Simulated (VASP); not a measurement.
# MnO2 (P-3m1) in VASP: a series of runs

Runs on MnO2. Level: LDA. Tasks: single point.

Everything below comes from runs of VASP 6.6.1. Logs are shortened: lines on timing, memory, paths and dates and some standing lists are left out, and cuts for length are marked.

### Step 1. The cell of the first run

The structure is trigonal, space group P-3m1 (No. 164). Conventional cell: a = 2.837 Å, b = 2.837 Å, c = 4.570 Å, α = 90.00°, β = 90.00°, γ = 120.00°. Mn (site symmetry -3m) has 6 O at 1.89 Å within 2.5 Å. Within 2.5 Å of O (site symmetry 3m) lie 3 Mn at 1.89 Å and 3 O at 2.50 Å.

### Step 2. Single point, LDA, collinear spin, ferromagnetic start (10.62 Å³/atom)

Input file INCAR:

```
SYSTEM = MnO2
PREC = Accurate
ENCUT = 520
EDIFF = 1E-7
ISMEAR = -1
SIGMA = 0.05
LREAL = .FALSE.
LASPH = .TRUE.
NELM = 150
ALGO = Normal
ISIF = 2
LWAVE = .FALSE.
LCHARG = .FALSE.
ISPIN = 2
MAGMOM = 4 0 0
LORBIT = 11
LMAXMIX = 4
GGA = CA
NBANDS = 24
```

Input file KPOINTS:

```
Automatic mesh
0
G
  11 11 6
  0 0 0
```

Input file POSCAR:

```
MnO2
1.0
    2.8374059371      0.0000000000      0.0000000000
   -1.4187029685      2.4572656224      0.0000000000
    0.0000000000      0.0000000000      4.5704914233
Mn O
1 2
Direct
    0.0000000000      0.0000000000      0.5000000000
    0.3333333333      0.6666666667      0.7062925700
    0.6666666667      0.3333333333      0.2937074300
```

Potentials or basis: VASP PAW LDA potentials, release 64 (Mn_pv, O).

Command:

```sh
$ cat potpaw_LDA.64/Mn_pv/POTCAR potpaw_LDA.64/O/POTCAR > POTCAR
$ mpirun -np 1 vasp_std > vasp.out
```

OUTCAR:

```text
SYSTEM = MnO2
   PREC = Accurate
   ENCUT = 520
   EDIFF = 1E-7
   ISMEAR = -1
   LREAL = .FALSE.
   LASPH = .TRUE.
   NELM = 150
   ISIF = 2
   ISPIN = 2
   LORBIT = 11
   GGA = CA

 ion  position               nearest neighbor table
   1  0.000  0.000  0.500-   2 1.89   3 1.89   2 1.89   3 1.89   3 1.89   2 1.89
   2  0.333  0.667  0.706-   1 1.89   1 1.89   1 1.89
   3  0.667  0.333  0.294-   1 1.89   1 1.89   1 1.89

  LATTYP: Found a hexagonal cell.
 ALAT       =     2.8374059371
 C/A-ratio  =     1.6107992739

  Lattice vectors:

 A1 = (   2.8374059371,   0.0000000000,   0.0000000000)
 A2 = (  -1.4187029685,   2.4572656224,   0.0000000000)
 A3 = (   0.0000000000,   0.0000000000,   4.5704914233)

Analysis of symmetry for initial positions (statically):
=====================================================================
 Subroutine PRICEL returns:
 Original cell was already a primitive cell.

 Routine SETGRP: Setting up the symmetry group for a
 hexagonal supercell.

 Subroutine GETGRP returns: Found 12 space group operations
 (whereof 12 operations were pure point group operations)
 out of a pool of 24 trial point group operations.

The static configuration has the point symmetry D_3d.

Analysis of symmetry for dynamics (positions and initial velocities):
=====================================================================
 Subroutine PRICEL returns:
 Original cell was already a primitive cell.

 Routine SETGRP: Setting up the symmetry group for a
 hexagonal supercell.

 Subroutine GETGRP returns: Found 12 space group operations
 (whereof 12 operations were pure point group operations)
 out of a pool of 24 trial point group operations.

The dynamic configuration has the point symmetry D_3d.

Analysis of structural, dynamic, and magnetic symmetry:
=====================================================================
 Subroutine PRICEL returns:
 Original cell was already a primitive cell.

 Routine SETGRP: Setting up the symmetry group for a
 hexagonal supercell.

 Subroutine GETGRP returns: Found 12 space group operations
 (whereof 12 operations were pure point group operations)
 out of a pool of 24 trial point group operations.

The overall configuration has the point symmetry D_3d.

 Subroutine INISYM returns: Found 12 space group operations
 (whereof 12 operations are pure point group operations),
 and found     1 'primitive' translations

----------------------------------------------------------------------------------------

                                     Primitive cell

  volume of cell :      31.8667

  direct lattice vectors                    reciprocal lattice vectors
     2.837405937  0.000000000  0.000000000     0.352434591  0.203478206  0.000000000
    -1.418702969  2.457265622  0.000000000     0.000000000  0.406956412  0.000000000
     0.000000000  0.000000000  4.570491423     0.000000000  0.000000000  0.218794853

  length of vectors
     2.837405937  2.837405937  4.570491423     0.406956412  0.406956412  0.218794853

  position of ions in fractional coordinates (direct lattice)
     0.000000000  0.000000000  0.500000000
     0.333333333  0.666666667  0.706292570
     0.666666667  0.333333333  0.293707430

  ion indices of the primitive-cell ions
   primitive index   ion index
                 1           1
                 2           2
                 3           3

----------------------------------------------------------------------------------------

 KPOINTS: Automatic mesh

Automatic generation of k-mesh.
 Grid dimensions read from file:
 generate k-points for:   11   11    6

 Generating k-lattice:

  Cartesian coordinates                     Fractional coordinates (reciprocal lattice)
     0.032039508  0.018498019  0.000000000     0.090909091 -0.000000000  0.000000000
     0.000000000  0.036996037  0.000000000     0.000000000  0.090909091  0.000000000
     0.000000000  0.000000000  0.036465809     0.000000000  0.000000000  0.166666667

  Length of vectors
     0.036996037  0.036996037  0.036465809

  Shift w.r.t. Gamma in fractional coordinates (k-lattice)
     0.000000000  0.000000000  0.000000000

 Subroutine IBZKPT returns following result:
 ===========================================

 Found     84 irreducible k-points:

 Following reciprocal coordinates:
            Coordinates               Weight
  0.000000  0.000000  0.000000      1.000000
  0.090909  0.000000  0.000000      6.000000
  0.181818 -0.000000  0.000000      6.000000
  0.272727  0.000000  0.000000      6.000000
  0.363636  0.000000  0.000000      6.000000
  0.454545  0.000000  0.000000      6.000000
[... 16 lines left out ...]
  0.000000  0.272727  0.166667      6.000000
  0.363636  0.000000  0.166667      6.000000
 [... further k-points ...]
   k-points           NKPTS =     84   k-points in BZ     NKDIM =     84   number of bands    NBANDS=     24
   number of dos      NEDOS =    301   number of ions     NIONS =      3
   total plane-waves  NPLWV =  20736
   dimension x,y,z NGX =    24 NGY =   24 NGZ =   36
   dimension x,y,z NGXF=    48 NGYF=   48 NGZF=   72
   ions per type =               1   2
   NGX,Y,Z   is equivalent  to a cutoff of  14.06, 14.06, 13.09 a.u.
   NGXF,Y,Z  is equivalent  to a cutoff of  28.12, 28.12, 26.19 a.u.
 SYSTEM =  MnO2
   PREC   = accura    normal or accurate (medium, high low for compatibility)
   ISTART =      0    job   : 0-new  1-cont  2-samecut
   ICHARG =      2    charge: 1-file 2-atom 10-const
   ISPIN  =      2    spin polarized calculation?
   LNONCOLLINEAR =      F non collinear calculations
   LSORBIT =      F    spin-orbit coupling
   LASPH  =      T    aspherical Exc in radial PAW
   ENCUT  =  520.0 eV  38.22 Ry    6.18 a.u.   5.28  5.28  8.50*2*pi/ulx,y,z
   NELM   =    150;   NELMIN=  2; NELMDL= -5     # of ELM steps
   EDIFF  = 0.1E-06   stopping-criterion for ELM
   LREAL  =      F    real-space projection
   EDIFFG = 0.1E-05   stopping-criterion for IOM
   NSW    =      0    number of steps for IOM
   IBRION =     -1    ionic relax: 0-MD 1-quasi-New 2-CG
   NFREE  =      0    steps in history (QN), initial steepest desc. (CG)
   ISIF   =      2    stress and relaxation
   ISYM   =      2    0-nonsym 1-usesym 2-fastsym
   POTIM  = 0.5000    time-step for ionic-motion
   TEBEG  =    0.0;   TEEND  =   0.0 temperature during run
   PSTRESS=    0.0 pullay stress
   NELECT =      25.0000    total number of electrons
   NUPDOWN=      -1.0000    fix difference up-down
   EMIN   =  10.00;   EMAX   =-10.00  energy-range for DOS
   EFERMI =   0.00;   METHOD = LEGACY
   ISMEAR =    -1;   SIGMA  =   0.05  broadening in eV -4-tet -1-fermi 0-gaus
   EFERMI_NEDOS =   21; number of points for ismear=-14 and -15
   IALGO  =     38    algorithm
   IMIX   =      4    mixing-type and parameters
     AMIX     =   0.40;   BMIX     =  1.00
     AMIX_MAG =   1.60;   BMIX_MAG =  1.00
  volume/ion in A,a.u.               =      10.62        71.68
  Fermi-wavevector in a.u.,A,eV,Ry     =   1.509881  2.853261 31.017748  2.279740
  Thomas-Fermi vector in A             =   2.620144
   LORBIT       =     11    0 simple, 1 ext, 2 COOP (PROOUT), +10 PAW based schemes
   GGA     = CA    functional components
   LHFCALC =     F    Hartree Fock is set to
   AEXX    =    0.0000 exact exchange contribution
   IVDW    =     0    specifies the selected vdW correction
   LEPSILON=     F    determine dielectric tensor
   LRPA    =     F    only Hartree local field effects (RPA)
 spin polarized calculation
  energy-cutoff  :      520.00
  volume of cell :       31.87
 maximum number of plane-waves:       872
 NGX is ok and might be reduce to    24
   NGX = 11   NGY = 11   NGZ = 17

 number of electron      25.0000006 magnetization       2.9962223

 Free energy of the ion-electron system (eV)
  ---------------------------------------------------
  ext. energy  EPLUGINS =         0.00000000
  ---------------------------------------------------
  free energy    TOTEN  =       -26.14136633 eV

  energy without entropy =      -26.14059185  energy(sigma->0) =      -26.14097909

 E-fermi :   3.5595     XC(G=0): -11.5484

 val. band max:        3.4289560964   @ k =   0.0909   0.0000   0.5000
 cond. band min:       3.6638878563   @ k =   0.0000   0.0000   0.5000
 fundamental gap:      0.2349317600
 Fermi energy:         3.5594785193

 spin component 1

 k-point     1 :       0.0000    0.0000    0.0000
  band No.  band energies     occupation
      1     -46.5640      1.00000
      2     -46.5640      1.00000
      3     -46.5259      1.00000
      4     -16.3990      1.00000
      5     -13.8958      1.00000
      6      -3.2569      1.00000
[... 16 lines left out ...]
     23      27.0146      0.00000
     24      27.2245      0.00000
[... 598 lines left out ...]
      2     -46.5985      1.00000
      3     -46.5003      1.00000
      4     -15.0146      1.00000
      5     -14.3417      1.00000
      6      -3.4098      1.00000
[... 16 lines left out ...]
     23      24.2022      0.00000
     24      26.2547      0.00000

 [... further k-points ...]

 spin component 2

 k-point     1 :       0.0000    0.0000    0.0000
  band No.  band energies     occupation
      1     -43.8027      1.00000
      2     -43.8027      1.00000
      3     -43.6500      1.00000
      4     -16.1749      1.00000
      5     -13.7075      1.00000
      6      -2.5167      1.00000
[... 16 lines left out ...]
     23      27.7695      0.00000
     24      27.9699      0.00000
[... 598 lines left out ...]
      2     -43.8422      1.00000
      3     -43.6182      1.00000
      4     -14.7934      1.00000
      5     -14.1265      1.00000
      6      -2.7275      1.00000
[... 16 lines left out ...]
     23      24.8024      0.00000
     24      26.4486      0.00000

 [... further k-points ...]
[... 5 lines left out ...]
  --------------------------------------------------------------------------------------
  -------------------------------------------------------------------------------------
  Total       -0.8622983     -0.8622983     -0.5647771     -0.0000000      0.0000000     -0.0000000
  in kB      -43.3542451    -43.3542451    -28.3956065     -0.0000000      0.0000000     -0.0000000
  external PRESSURE =     -38.3680322 kB  Pullay stress =       0.0000000 kB

 VOLUME and BASIS-vectors are now :
 -----------------------------------------------------------------------------
  energy-cutoff  :      520.00
  volume of cell :       31.87
      direct lattice vectors                 reciprocal lattice vectors
     2.837405937  0.000000000  0.000000000     0.352434591  0.203478206  0.000000000
    -1.418702969  2.457265622  0.000000000     0.000000000  0.406956412  0.000000000
     0.000000000  0.000000000  4.570491423     0.000000000  0.000000000  0.218794853

 POSITION                                       TOTAL-FORCE (eV/Angst)
 -----------------------------------------------------------------------------------
      0.00000      0.00000      2.28525        -0.000000      0.000000      0.000000
     -0.00000      1.63818      3.22810        -0.000000      0.000000     -0.161525
      1.41870      0.81909      1.34239         0.000000     -0.000000      0.161525
 -----------------------------------------------------------------------------------
    total drift:                               -0.000000      0.000000      0.000000

  FREE ENERGIE OF THE ION-ELECTRON SYSTEM (eV)
  ---------------------------------------------------
  free  energy   TOTEN  =       -26.1413663306 eV

  energy  without entropy=      -26.1405918505  energy(sigma->0) =      -26.14097909

 total charge

# of ion       s       p       d       tot
------------------------------------------
    1        0.366   6.488   4.980  11.833
    2        1.570   3.402   0.000   4.972
    3        1.570   3.402   0.000   4.972
--------------------------------------------------
tot          3.506  13.291   4.980  21.777

 magnetization (x)

# of ion       s       p       d       tot
------------------------------------------
    1        0.029   0.036   2.698   2.764
    2        0.004   0.065   0.000   0.069
    3        0.004   0.065   0.000   0.069
--------------------------------------------------
tot          0.038   0.167   2.698   2.902
```

It took 2.4 min on 1 thread of Oxide Virtual Turin-like, shared host; peak memory 0.18 GiB.

Results:

```yaml
Free_energy: -26.1414 eV
Pressure: -3.8 GPa
Largest_force: 0.162 eV/Å
Band_gap_on_the_k_mesh: 0.23 eV (least direct gap 0.27 eV)
Net_moment: 3.00 μB per cell
Site_moments: Mn +2.76; O +0.07 μB
Valence_electrons_inside_the_program's_atomic_spheres: Mn 11.83; O 4.97
```

Forces in eV/Å, atoms in the order of the input:
```
Mn   0.000  0.000  0.000
O    0.000  0.000 -0.162
O    0.000  0.000  0.162
```

Stress tensor (GPa, compression positive):
```
-4.34  0.00  0.00
 0.00 -4.34  0.00
 0.00  0.00 -2.84
```

Caveat: the cell stands under tension; a cell with one magnetic atom can't hold antiferromagnetic order, which such compounds often take. A k mesh can miss the band edges.

(Part 1 of 2 ends here.)
